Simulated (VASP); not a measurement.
# RuBrCl3 (P4mm) in VASP: single point with PBE

Aim: the single point of RuBrCl3 with PBE.

Everything below comes from runs of VASP 6.6.1. Logs are shortened: lines on timing, memory, paths and dates and some standing lists are left out, and cuts for length are marked.

### Step 1. The cell of the first run

Symmetry: P4mm, No. 99, tetragonal system. Conventional cell: a = 4.496 Å, b = 4.496 Å, c = 7.261 Å, α = 90.00°, β = 90.00°, γ = 90.00°. Within 2.9 Å of Ru (site symmetry 4mm) lie 5 Cl at 2.19 to 2.33 Å. Br (site symmetry 4mm) has 12 Cl at 3.28 to 4.28 Å and 4 Ru at 4.38 Å and 4 Br at 4.50 Å within 4.5 Å. Cl (site symmetry 2mm) has 2 Ru at 2.33 Å and 4 Cl at 3.18 Å within 3.2 Å. Cl (site symmetry 4mm) has 1 Ru at 2.19 Å within 2.9 Å.

The cell was generated, and may not be a known phase.

### Step 2. Single point, PBE, collinear spin, ferromagnetic start

Input file INCAR:

```
SYSTEM = RuBrCl3
ALGO     = Normal         ! electronic algorithm
EDIFF    = 1E-6           ! SCF threshold, eV
ENCUT    = 520            ! plane-wave cutoff, eV
GGA      = PE             ! functional
ISIF     = 2              ! what is computed and relaxed
ISMEAR   = 0              ! smearing method
ISPIN    = 2              ! spin polarisation
LASPH    = .True.         ! aspherical terms in the spheres
LCHARG   = .False.        ! write CHGCAR
LMAXMIX  = 4              ! l up to which the mixer works
LORBIT   = 11             ! projections on sites
LREAL    = .False.        ! projectors in reciprocal space
LWAVE    = .False.        ! write WAVECAR
MAGMOM   = 1 0 0 0 0      ! initial moments
NBANDS   = 33             ! bands
NELM     = 150            ! most SCF steps
PREC     = Accurate       ! precision mode
SIGMA    = 0.1            ! smearing width, eV
```

Input file KPOINTS:

```
k-points
0
Gamma
  4 4 4
  0 0 0
```

Input file POSCAR:

```
RuBrCl3
1.0
    4.4957157534      0.0000000000      0.0000000000
    0.0000000000      4.4957157534      0.0000000000
    0.0000000000      0.0000000000      7.2612604997
Ru Br Cl
1 1 3
Direct
    0.5000000000      0.5000000000      0.6462433105
    0.0000000000      0.0000000000      0.0605820145
    0.0000000000      0.5000000000      0.5592893432
    0.5000000000      0.0000000000      0.5592893432
    0.5000000000      0.5000000000     -0.0528039914
```

Potentials or basis: VASP PAW PBE potentials, release 64 (Ru_pv, Br, Cl).

Launch:

```console
$ cat potpaw_PBE.64/Ru_pv/POTCAR potpaw_PBE.64/Br/POTCAR potpaw_PBE.64/Cl/POTCAR > POTCAR
$ mpirun -np 1 vasp_std > vasp.out
```

OUTCAR:

```text
SYSTEM = RuBrCl3
   EDIFF = 1E-6
   ENCUT = 520
   GGA = PE
   ISIF = 2
   ISMEAR = 0
   ISPIN = 2
   LASPH = .True.
   LORBIT = 11
   LREAL = .False.
   NELM = 150
   PREC = Accurate

 ion  position               nearest neighbor table
   1  0.500  0.500  0.646-   5 2.19   4 2.33   3 2.33   4 2.33   3 2.33
   2  0.000  0.000  0.061-
   3  0.000  0.500  0.559-   1 2.33   1 2.33
   4  0.500  0.000  0.559-   1 2.33   1 2.33
   5  0.500  0.500  0.947-   1 2.19

  LATTYP: Found a simple tetragonal cell.
 ALAT       =     4.4957157534
 C/A-ratio  =     1.6151511568

  Lattice vectors:

 A1 = (   4.4957157534,   0.0000000000,   0.0000000000)
 A2 = (   0.0000000000,   4.4957157534,   0.0000000000)
 A3 = (   0.0000000000,   0.0000000000,   7.2612604997)

Analysis of symmetry for initial positions (statically):
=====================================================================
 Subroutine PRICEL returns:
 Original cell was already a primitive cell.

 Routine SETGRP: Setting up the symmetry group for a
 simple tetragonal supercell.

 Subroutine GETGRP returns: Found  8 space group operations
 (whereof  8 operations were pure point group operations)
 out of a pool of 16 trial point group operations.

The static configuration has the point symmetry C_4v.

Analysis of symmetry for dynamics (positions and initial velocities):
=====================================================================
 Subroutine PRICEL returns:
 Original cell was already a primitive cell.

 Routine SETGRP: Setting up the symmetry group for a
 simple tetragonal supercell.

 Subroutine GETGRP returns: Found  8 space group operations
 (whereof  8 operations were pure point group operations)
 out of a pool of 16 trial point group operations.

The dynamic configuration has the point symmetry C_4v.

Analysis of structural, dynamic, and magnetic symmetry:
=====================================================================
 Subroutine PRICEL returns:
 Original cell was already a primitive cell.

 Routine SETGRP: Setting up the symmetry group for a
 simple tetragonal supercell.

 Subroutine GETGRP returns: Found  8 space group operations
 (whereof  8 operations were pure point group operations)
 out of a pool of 16 trial point group operations.

The overall configuration has the point symmetry C_4v.

 Subroutine INISYM returns: Found  8 space group operations
 (whereof  8 operations are pure point group operations),
 and found     1 'primitive' translations

----------------------------------------------------------------------------------------

                                     Primitive cell

  volume of cell :     146.7607

  direct lattice vectors                    reciprocal lattice vectors
     4.495715753  0.000000000  0.000000000     0.222433992  0.000000000  0.000000000
     0.000000000  4.495715753  0.000000000     0.000000000  0.222433992  0.000000000
     0.000000000  0.000000000  7.261260500     0.000000000  0.000000000  0.137717136

  length of vectors
     4.495715753  4.495715753  7.261260500     0.222433992  0.222433992  0.137717136

  position of ions in fractional coordinates (direct lattice)
     0.500000000  0.500000000  0.646243310
     0.000000000  0.000000000  0.060582014
     0.000000000  0.500000000  0.559289343
     0.500000000  0.000000000  0.559289343
     0.500000000  0.500000000  0.947196009

  ion indices of the primitive-cell ions
   primitive index   ion index
                 1           1
                 2           2
                 3           3
                 4           4
                 5           5

----------------------------------------------------------------------------------------

 KPOINTS: k-points

Automatic generation of k-mesh.
 Grid dimensions read from file:
 generate k-points for:    4    4    4

 Generating k-lattice:

  Cartesian coordinates                     Fractional coordinates (reciprocal lattice)
     0.055608498  0.000000000  0.000000000     0.250000000  0.000000000  0.000000000
     0.000000000  0.055608498  0.000000000     0.000000000  0.250000000  0.000000000
     0.000000000  0.000000000  0.034429284     0.000000000  0.000000000  0.250000000

  Length of vectors
     0.055608498  0.055608498  0.034429284

  Shift w.r.t. Gamma in fractional coordinates (k-lattice)
     0.000000000  0.000000000  0.000000000

 Subroutine IBZKPT returns following result:
 ===========================================

 Found     18 irreducible k-points:

 Following reciprocal coordinates:
            Coordinates               Weight
  0.000000  0.000000  0.000000      1.000000
  0.250000  0.000000  0.000000      4.000000
  0.500000  0.000000  0.000000      2.000000
  0.250000  0.250000  0.000000      4.000000
  0.500000  0.250000  0.000000      4.000000
  0.500000  0.500000  0.000000      1.000000
[... 10 lines left out ...]
  0.500000  0.250000  0.500000      4.000000
  0.500000  0.500000  0.500000      1.000000
   k-points           NKPTS =     18   k-points in BZ     NKDIM =     18   number of bands    NBANDS=     33
   number of dos      NEDOS =    301   number of ions     NIONS =      5
   total plane-waves  NPLWV =  69984
   dimension x,y,z NGX =    36 NGY =   36 NGZ =   54
   dimension x,y,z NGXF=    72 NGYF=   72 NGZF=  108
   ions per type =               1   1   3
   NGX,Y,Z   is equivalent  to a cutoff of  13.31, 13.31, 12.36 a.u.
   NGXF,Y,Z  is equivalent  to a cutoff of  26.62, 26.62, 24.73 a.u.
 SYSTEM =  RuBrCl3
   PREC   = accura    normal or accurate (medium, high low for compatibility)
   ISTART =      0    job   : 0-new  1-cont  2-samecut
   ICHARG =      2    charge: 1-file 2-atom 10-const
   ISPIN  =      2    spin polarized calculation?
   LNONCOLLINEAR =      F non collinear calculations
   LSORBIT =      F    spin-orbit coupling
   LASPH  =      T    aspherical Exc in radial PAW
   ENCUT  =  520.0 eV  38.22 Ry    6.18 a.u.   8.36  8.36 13.50*2*pi/ulx,y,z
   NELM   =    150;   NELMIN=  2; NELMDL= -5     # of ELM steps
   EDIFF  = 0.1E-05   stopping-criterion for ELM
   LREAL  =      F    real-space projection
   EDIFFG = 0.1E-04   stopping-criterion for IOM
   NSW    =      0    number of steps for IOM
   IBRION =     -1    ionic relax: 0-MD 1-quasi-New 2-CG
   NFREE  =      0    steps in history (QN), initial steepest desc. (CG)
   ISIF   =      2    stress and relaxation
   ISYM   =      2    0-nonsym 1-usesym 2-fastsym
   POTIM  = 0.5000    time-step for ionic-motion
   TEBEG  =    0.0;   TEEND  =   0.0 temperature during run
   PSTRESS=    0.0 pullay stress
   NELECT =      42.0000    total number of electrons
   NUPDOWN=      -1.0000    fix difference up-down
   EMIN   =  10.00;   EMAX   =-10.00  energy-range for DOS
   EFERMI =   0.00;   METHOD = LEGACY
   ISMEAR =     0;   SIGMA  =   0.10  broadening in eV -4-tet -1-fermi 0-gaus
   EFERMI_NEDOS =   21; number of points for ismear=-14 and -15
   IALGO  =     38    algorithm
   IMIX   =      4    mixing-type and parameters
     AMIX     =   0.40;   BMIX     =  1.00
     AMIX_MAG =   1.60;   BMIX_MAG =  1.00
  volume/ion in A,a.u.               =      29.35       198.08
  Fermi-wavevector in a.u.,A,eV,Ry     =   1.078834  2.038701 15.835592  1.163883
  Thomas-Fermi vector in A             =   2.214783
   LORBIT       =     11    0 simple, 1 ext, 2 COOP (PROOUT), +10 PAW based schemes
   GGA     = PE    functional components
   LHFCALC =     F    Hartree Fock is set to
   AEXX    =    0.0000 exact exchange contribution
   IVDW    =     0    specifies the selected vdW correction
   LEPSILON=     F    determine dielectric tensor
   LRPA    =     F    only Hartree local field effects (RPA)
 spin polarized calculation
 Gauss-broadening in eV      SIGMA  =   0.10
  energy-cutoff  :      520.00
  volume of cell :      146.76
 maximum number of plane-waves:      3988
 NGX is ok and might be reduce to    36
   NGX = 17   NGY = 17   NGZ = 27

 number of electron      41.9999994 magnetization       0.7639990

 Free energy of the ion-electron system (eV)
  ---------------------------------------------------
  ext. energy  EPLUGINS =         0.00000000
  ---------------------------------------------------
  free energy    TOTEN  =       -16.36895778 eV

  energy without entropy =      -16.33921824  energy(sigma->0) =      -16.35408801

 E-fermi :   0.8479     XC(G=0):  -8.0127

 val. band max:        0.8270960474   @ k =   0.2500   0.2500   0.0000
 cond. band min:       0.8553003688   @ k =   0.5000   0.5000   0.5000
 fundamental gap:      0.0282043214
 Fermi energy:         0.8478934330

 spin component 1

 k-point     1 :       0.0000    0.0000    0.0000
  band No.  band energies     occupation
      1     -42.4544      1.00000
      2     -42.3347      1.00000
      3     -42.3347      1.00000
      4     -15.3410      1.00000
      5     -14.5542      1.00000
      6     -14.4259      1.00000
[... 25 lines left out ...]
     32      11.3987      0.00000
     33      11.4862      0.00000

 k-point     2 :       0.2500    0.0000    0.0000
  band No.  band energies     occupation
      1     -42.4543      1.00000
      2     -42.3366      1.00000
      3     -42.3346      1.00000
      4     -15.1640      1.00000
      5     -14.5213      1.00000
      6     -14.4802      1.00000
[... 25 lines left out ...]
     32      11.1882      0.00000
     33      11.5559      0.00000
[... 538 lines left out ...]
     32      11.4348      0.00000
     33      11.6568      0.00000

 k-point    18 :       0.5000    0.5000    0.5000
  band No.  band energies     occupation
      1     -42.4539      1.00000
      2     -42.3385      1.00000
      3     -42.3385      1.00000
      4     -14.5828      1.00000
      5     -14.5828      1.00000
      6     -14.4846      1.00000
[... 25 lines left out ...]
     32      11.5554      0.00000
     33      11.9704      0.00000
 Fermi energy:         0.8478934330

 spin component 2

 k-point     1 :       0.0000    0.0000    0.0000
  band No.  band energies     occupation
      1     -42.2620      1.00000
      2     -42.0133      1.00000
      3     -42.0133      1.00000
      4     -15.2980      1.00000
      5     -14.4574      1.00000
      6     -14.3856      1.00000
[... 25 lines left out ...]
     32      11.5011      0.00000
     33      11.5317      0.00000

 k-point     2 :       0.2500    0.0000    0.0000
  band No.  band energies     occupation
      1     -42.2619      1.00000
      2     -42.0153      1.00000
      3     -42.0132      1.00000
      4     -15.1210      1.00000
      5     -14.4446      1.00000
      6     -14.4207      1.00000
[... 25 lines left out ...]
     32      11.2470      0.00000
     33      11.6035      0.00000
[... 538 lines left out ...]
     32      11.5088      0.00000
     33      11.7256      0.00000

 k-point    18 :       0.5000    0.5000    0.5000
  band No.  band energies     occupation
      1     -42.2615      1.00000
      2     -42.0173      1.00000
      3     -42.0172      1.00000
      4     -14.5422      1.00000
      5     -14.5422      1.00000
      6     -14.3878      1.00000
[... 25 lines left out ...]
     32      11.9511      0.00000
     33      12.1450      0.00000

------------------------ aborting loop because EDIFF is reached ----------------------------------------

  FORCE on cell =-STRESS in cart. coord.  units (eV):
  Direction    XX          YY          ZZ          XY          YZ          ZX
  --------------------------------------------------------------------------------------
  -------------------------------------------------------------------------------------
  Total       -0.0592198     -0.0592198     -0.1337472      0.0000000      0.0000000      0.0000000
  in kB       -0.6464989     -0.6464989     -1.4601102      0.0000000      0.0000000      0.0000000
  external PRESSURE =      -0.9177027 kB  Pullay stress =       0.0000000 kB

 VOLUME and BASIS-vectors are now :
 -----------------------------------------------------------------------------
  energy-cutoff  :      520.00
  volume of cell :      146.76
      direct lattice vectors                 reciprocal lattice vectors
     4.495715753  0.000000000  0.000000000     0.222433992  0.000000000  0.000000000
     0.000000000  4.495715753  0.000000000     0.000000000  0.222433992  0.000000000
     0.000000000  0.000000000  7.261260500     0.000000000  0.000000000  0.137717136

 POSITION                                       TOTAL-FORCE (eV/Angst)
 -----------------------------------------------------------------------------------
      2.24786      2.24786      4.69254         0.000000      0.000000      0.042279
      0.00000      0.00000      0.43990         0.000000      0.000000      0.005302
      0.00000      2.24786      4.06115         0.000000      0.000000      0.001826
      2.24786      0.00000      4.06115         0.000000      0.000000      0.001826
      2.24786      2.24786      6.87784         0.000000     -0.000000     -0.051233
 -----------------------------------------------------------------------------------
    total drift:                                0.000000      0.000000     -0.000576

  FREE ENERGIE OF THE ION-ELECTRON SYSTEM (eV)
  ---------------------------------------------------
  free  energy   TOTEN  =       -16.3689577837 eV

  energy  without entropy=      -16.3392182361  energy(sigma->0) =      -16.35408801

 total charge

# of ion       s       p       d       tot
------------------------------------------
    1        0.287   6.211   5.973  12.470
    2        1.626   3.106   0.003   4.736
    3        1.605   3.473   0.000   5.077
    4        1.605   3.473   0.000   5.077
    5        1.627   3.359   0.000   4.987
--------------------------------------------------
tot          6.749  19.621   5.977  32.347

 magnetization (x)

# of ion       s       p       d       tot
------------------------------------------
    1        0.001   0.004   0.361   0.366
    2        0.006   0.145   0.000   0.151
    3        0.001   0.030   0.000   0.031
    4        0.001   0.030   0.000   0.031
    5        0.002   0.078   0.000   0.079
--------------------------------------------------
tot          0.011   0.288   0.361   0.659
```

Wall time 3.7 min (1 thread of Intel Xeon Platinum 8259CL at 2.50GHz (Skylake/Cascade Lake), shared host); peak memory 0.37 GiB.

What came out:

| Property | Result |
| --- | --- |
| Free energy | -16.3690 eV |
| Pressure | -0.1 GPa |
| Largest force | 0.051 eV/Å |
| Net moment | 0.76 μB per cell |
| Site moments | Ru +0.37; Br +0.15; Cl +0.03, +0.08 (each value once) μB |
| Valence electrons inside the program's atomic spheres | Ru 12.47; Br 4.74; Cl 5.08, 4.99 (each value once) |

Forces on the atoms (eV/Å):
```
Ru   0.000  0.000  0.042
Br   0.000  0.000  0.005
Cl   0.000  0.000  0.002
Cl   0.000  0.000  0.002
Cl   0.000  0.000 -0.051
```

Stress tensor (GPa, compression positive):
```
-0.06  0.00  0.00
 0.00 -0.06  0.00
 0.00  0.00 -0.15
```

Levels at points of the mesh, in eV from the Fermi level:
Spin up:
```tsv
k point	band 19	band 20	band 21	band 22	band 23	band 24
(0.00, 0.00, 0.00)	-0.65	-0.65	0.31	0.34	0.34	1.09
(0.50, 0.00, 0.00)	-0.72	-0.39	-0.34	-0.03	0.43	0.90
(0.50, 0.50, 0.00)	-0.78	-0.29	-0.17	0.08	0.08	2.97
(0.00, 0.00, 0.50)	-0.65	-0.65	0.31	0.33	0.33	1.11
(0.50, 0.00, 0.50)	-0.71	-0.56	-0.32	-0.03	0.53	0.89
(0.50, 0.50, 0.50)	-0.67	-0.23	-0.12	0.15	0.15	2.96
```
Spin down:
```tsv
k point	band 17	band 18	band 19	band 20	band 21	band 22	band 23	band 24
(0.00, 0.00, 0.00)	-1.68	-0.59	-0.46	-0.46	0.43	0.54	0.54	1.22
(0.50, 0.00, 0.00)	-0.93	-0.73	-0.53	-0.25	0.03	0.16	0.54	1.04
(0.50, 0.50, 0.00)	-0.94	-0.94	-0.67	-0.16	0.22	0.28	0.28	3.07
(0.00, 0.00, 0.50)	-1.68	-0.80	-0.45	-0.45	0.43	0.53	0.53	1.25
(0.50, 0.00, 0.50)	-0.89	-0.55	-0.52	-0.45	0.04	0.16	0.64	1.03
(0.50, 0.50, 0.50)	-1.09	-1.09	-0.56	0.01	0.17	0.34	0.34	3.07
```

Caveat: a moment this small can come from the mesh or the smearing; this functional lacks dispersion, which binds layers or chains, so the pressure and a relaxed spacing across them are unreliable.
